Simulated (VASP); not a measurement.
# P (Im-3m) in VASP: a series of runs, part 2 of 2

VASP 6.6.1.

### Step 4. Single point, RPBE (volume scaled by 0.96)

Contents of INCAR:

```
PREC = Accurate ; ENCUT = 520
EDIFF = 1E-7 ; ISMEAR = -1
SIGMA = 0.1 ; LREAL = F
LASPH = T ; NELM = 60
ALGO = Normal ; ISIF = 2
LWAVE = F ; LCHARG = F
GGA = RP ; NBANDS = 8
```

Contents of KPOINTS:

```
Automatic mesh
0
Gamma
  16 16 16
```

Contents of POSCAR:

```
P
1.0
   -1.5127090364      1.5127090364      1.5127090364
    1.5127090364     -1.5127090364      1.5127090364
    1.5127090364      1.5127090364     -1.5127090364
P
1
Direct
    0.0000000000      0.0000000000      0.0000000000
```

Potentials or basis: VASP PAW PBE potentials, release 64 (P).

On the command line:

```bash
> cat potpaw_PBE.64/P/POTCAR > POTCAR
> mpirun -np 1 vasp_std > vasp.out
```

OUTCAR:

```text
PREC = Accurate
   ENCUT = 520
   EDIFF = 1E-7
   ISMEAR = -1
   LREAL = F
   LASPH = T
   NELM = 60
   ISIF = 2
   GGA = RP

 ion  position               nearest neighbor table
   1  0.000  0.000  0.000-

  LATTYP: Found a body centered cubic cell.
 ALAT       =     3.0254180728

  Lattice vectors:

 A1 = (  -1.5127090364,   1.5127090364,   1.5127090364)
 A2 = (   1.5127090364,  -1.5127090364,   1.5127090364)
 A3 = (   1.5127090364,   1.5127090364,  -1.5127090364)

Analysis of symmetry for initial positions (statically):
=====================================================================
 Subroutine PRICEL returns:
 Original cell was already a primitive cell.

 Routine SETGRP: Setting up the symmetry group for a
 body centered cubic supercell.

 Subroutine GETGRP returns: Found 48 space group operations
 (whereof 48 operations were pure point group operations)
 out of a pool of 48 trial point group operations.

The static configuration has the point symmetry O_h .

Analysis of symmetry for dynamics (positions and initial velocities):
=====================================================================
 Subroutine PRICEL returns:
 Original cell was already a primitive cell.

 Routine SETGRP: Setting up the symmetry group for a
 body centered cubic supercell.

 Subroutine GETGRP returns: Found 48 space group operations
 (whereof 48 operations were pure point group operations)
 out of a pool of 48 trial point group operations.

The dynamic configuration has the point symmetry O_h .

 Subroutine INISYM returns: Found 48 space group operations
 (whereof 48 operations are pure point group operations),
 and found     1 'primitive' translations

----------------------------------------------------------------------------------------

                                     Primitive cell

  volume of cell :      13.8461
[... 106 lines left out ...]
     AMIX     =   0.40;   BMIX     =  1.00
     AMIX_MAG =   1.60;   BMIX_MAG =  1.00
  volume/ion in A,a.u.               =      13.85        93.44
  Fermi-wavevector in a.u.,A,eV,Ry     =   1.165797  2.203036 18.491428  1.359082
  Thomas-Fermi vector in A             =   2.302318
   LORBIT       =      0    0 simple, 1 ext, 2 COOP (PROOUT), +10 PAW based schemes
   GGA     = RP    functional components
   LHFCALC =     F    Hartree Fock is set to
   AEXX    =    0.0000 exact exchange contribution
   IVDW    =     0    specifies the selected vdW correction
   LEPSILON=     F    determine dielectric tensor
   LRPA    =     F    only Hartree local field effects (RPA)
 non-spin polarized calculation
  energy-cutoff  :      520.00
  volume of cell :       13.85
 maximum number of plane-waves:       386
   NGX =  9   NGY =  9   NGZ =  9

 number of electron       5.0000000 magnetization

 Free energy of the ion-electron system (eV)
  ---------------------------------------------------
  ext. energy  EPLUGINS =         0.00000000
  ---------------------------------------------------
  free energy    TOTEN  =        -4.29380484 eV

  energy without entropy =       -4.27633767  energy(sigma->0) =       -4.28507126

 E-fermi :  10.4804     XC(G=0): -11.6852

 val. band max:       10.4593311068   @ k =  -0.3125   0.3125   0.2500
 cond. band min:      10.5313798362   @ k =  -0.4375   0.4375   0.1875
 fundamental gap:      0.0720487294
 Fermi energy:        10.4804200074

 k-point     1 :       0.0000    0.0000    0.0000
  band No.  band energies     occupation
      1      -6.2755      2.00000
      2      17.9650      0.00000
      3      17.9650      0.00000
      4      17.9650      0.00000
      5      22.4531      0.00000
      6      22.4531      0.00000
      7      22.4531      0.00000
      8      26.5074      0.00000
[... 243 lines left out ...]
 k-point    24 :       0.2500    0.1875    0.0000
  band No.  band energies     occupation
      1      -1.9093      2.00000
      2       7.2916      2.00000
      3       9.5997      1.99970
      4      14.4726      0.00000
      5      20.5791      0.00000
      6      22.7133      0.00000
      7      26.6381      0.00000
      8      28.7239      0.00000

 [... further k-points ...]

------------------------ aborting loop because EDIFF is reached ----------------------------------------

  FORCE on cell =-STRESS in cart. coord.  units (eV):
  Direction    XX          YY          ZZ          XY          YZ          ZX
  --------------------------------------------------------------------------------------
  -------------------------------------------------------------------------------------
  Total        0.3025442      0.3025442      0.3025442     -0.0000000     -0.0000000     -0.0000000
  in kB       35.0084792     35.0084792     35.0084792     -0.0000000     -0.0000000     -0.0000000
  external PRESSURE =      35.0084792 kB  Pullay stress =       0.0000000 kB

 VOLUME and BASIS-vectors are now :
 -----------------------------------------------------------------------------
  energy-cutoff  :      520.00
  volume of cell :       13.85
      direct lattice vectors                 reciprocal lattice vectors
    -1.512709036  1.512709036  1.512709036     0.000000000  0.330532831  0.330532831
     1.512709036 -1.512709036  1.512709036     0.330532831  0.000000000  0.330532831
     1.512709036  1.512709036 -1.512709036     0.330532831  0.330532831  0.000000000

 POSITION                                       TOTAL-FORCE (eV/Angst)
 -----------------------------------------------------------------------------------
      0.00000      0.00000      0.00000         0.000000      0.000000     -0.000000
 -----------------------------------------------------------------------------------
    total drift:                                0.000000      0.000000     -0.000000

  FREE ENERGIE OF THE ION-ELECTRON SYSTEM (eV)
  ---------------------------------------------------
  free  energy   TOTEN  =        -4.2938048388 eV

  energy  without entropy=       -4.2763376723  energy(sigma->0) =       -4.28507126
```

stdout:

```text
POSCAR found type information on POSCAR P
 POSCAR found :  1 types and       1 ions
 scaLAPACK will be used
 -----------------------------------------------------------------------------
|                                                                             |
|                                                                             |
|     You enforced a specific xc type in the INCAR file but a different       |
|     I HOPE YOU KNOW WHAT YOU ARE DOING!                                     |
|                                                                             |
 -----------------------------------------------------------------------------

 LDA part: xc-table for (Slater+PW92), standard interpolation
 POSCAR, INCAR and KPOINTS ok, starting setup
 FFT: planning ... GRIDC
 FFT: planning ... GRID_SOFT
 FFT: planning ... GRID
 WAVECAR not read
 entering main loop
```

It took 6.2 s on 1 thread of Intel Xeon 6975P-C (Granite Rapids), shared host; peak memory 0.13 GiB.

Results:

```yaml
Free_energy: -4.2938 eV
Pressure: 3.5 GPa
```

Levels at points of the mesh, in eV from the Fermi level:
| k point | band 1 | band 2 | band 3 | band 4 | band 5 | band 6 | band 7 |
| --- | --- | --- | --- | --- | --- | --- | --- |
| (0.00, 0.00, 0.00) | -16.76 | 7.48 | 7.48 | 7.48 | 11.97 | 11.97 | 11.97 |
| (0.50, 0.00, 0.00) | -10.07 | -8.11 | 2.55 | 5.45 | 7.25 | 8.31 | 19.58 |
| (0.50, 0.50, 0.50) | -3.95 | -2.69 | -2.69 | -2.69 | 2.22 | 2.22 | 23.81 |

Caveat: the cell differs from its parent crystal (volume scaled by 0.96); the PAW data sets were made with another functional, which shifts forces and pressure a little.

### Step 5. Single point, RPBE

This run uses another cell than the first one, of 14.42 Å³/atom, 1.136 times its volume.

Contents of INCAR:

```
PREC = Accurate
ENCUT = 520
EDIFF = 1E-7
ISMEAR = -1
SIGMA = 0.1
LREAL = F
LASPH = T
NELM = 80
ALGO = Normal
ISIF = 2
LWAVE = F
LCHARG = F
GGA = RP
NBANDS = 8
```

KPOINTS is that of step 4.

Contents of POSCAR:

```
P
1.0
   -1.5334336533      1.5334336533      1.5334336533
    1.5334336533     -1.5334336533      1.5334336533
    1.5334336533      1.5334336533     -1.5334336533
P
1
Direct
    0.0000000000      0.0000000000      0.0000000000
```

On the command line:

```bash
> cat potpaw_PBE.64/P/POTCAR > POTCAR
> mpirun -np 1 vasp_std > vasp.out
```

Run time: 5.5 s. Hardware: 1 thread of Intel Xeon 6975P-C (Granite Rapids), shared host; peak memory 0.12 GiB.

Results (log left out):

* Free energy: -4.2992 eV
* Pressure: -0.5 GPa

Levels at points of the mesh, in eV from the Fermi level:
| k point | band 1 | band 2 | band 3 | band 4 | band 5 | band 6 | band 7 |
| --- | --- | --- | --- | --- | --- | --- | --- |
| (0.00, 0.00, 0.00) | -16.30 | 7.10 | 7.10 | 7.10 | 11.89 | 11.89 | 11.89 |
| (0.50, 0.00, 0.00) | -9.93 | -7.76 | 2.43 | 5.24 | 7.32 | 8.17 | 19.22 |
| (0.50, 0.50, 0.50) | -4.24 | -2.57 | -2.57 | -2.57 | 2.45 | 2.45 | 23.33 |

Caveat: the PAW data sets were made with another functional, which shifts forces and pressure a little.

### Step 6. The runs side by side

```tsv
cell	gap on the mesh (eV)	pressure (GPa)
a = 2.545 Å, angles 109.5°, 1 atom	none	14.3
a = 2.583 Å, angles 109.5°, 1 atom	none	8.3
a = 2.620 Å, angles 109.5°, 1 atom	none	3.5
a = 2.656 Å, angles 109.5°, 1 atom	none	-0.5
```

Alike in all rows: task single point; level RPBE; potentials or basis VASP PAW PBE potentials, release 64 (P); no spin polarisation; k mesh 16 × 16 × 16; cutoff (eV) 520; smearing fermi-dirac 0.1 eV.

Caveats: the PAW data sets were made with another functional, which shifts forces and pressure a little.

Total energies depend on the potentials used, so only differences within one code and one set of settings carry meaning.
